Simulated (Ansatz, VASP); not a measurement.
ZnSe: VASP beside Ansatz

```xyz
2
Lattice="0.0000 2.7760 2.7760 2.7760 0.0000 2.7760 2.7760 2.7760 0.0000" Properties=species:S:1:pos:R:3 pbc="T T T"
Zn    0.0000    0.0000    0.0000
Se    1.3880    1.3880    1.3880
```

Change from the starting cell: volume scaled by 0.94, ions relaxed.

Alike in both runs: task relaxation of the atoms; functional PBE; k mesh 13 × 13 × 13; occupations fermi-dirac, width 0.02 eV; no spin polarisation.

|  | VASP | Ansatz |
| --- | --- | --- |
| version | VASP 6.6.1 | Ansatz 0.2.0 |
| potentials or method | VASP PAW PBE potentials, release 64 (Zn, Se) | plane-wave PAW, scalar-relativistic |
| plane-wave cutoff (eV) | 520 | 420 |
| valence electrons in the cell | 18 | 28 |

```tsv
	VASP	Ansatz	Ansatz less VASP
gap on the k mesh at the Fermi level, each at its own relaxed structure (eV)	1.55	1.54	-0.005
```

VASP's potentials hold 18 valence electrons a cell and Ansatz's 28, so a difference there can come from the potentials and not from the codes. Ansatz's warnings: stress scf threshold loose.

Noted on VASP's run: the relaxation stopped at its first step, so nothing moved.
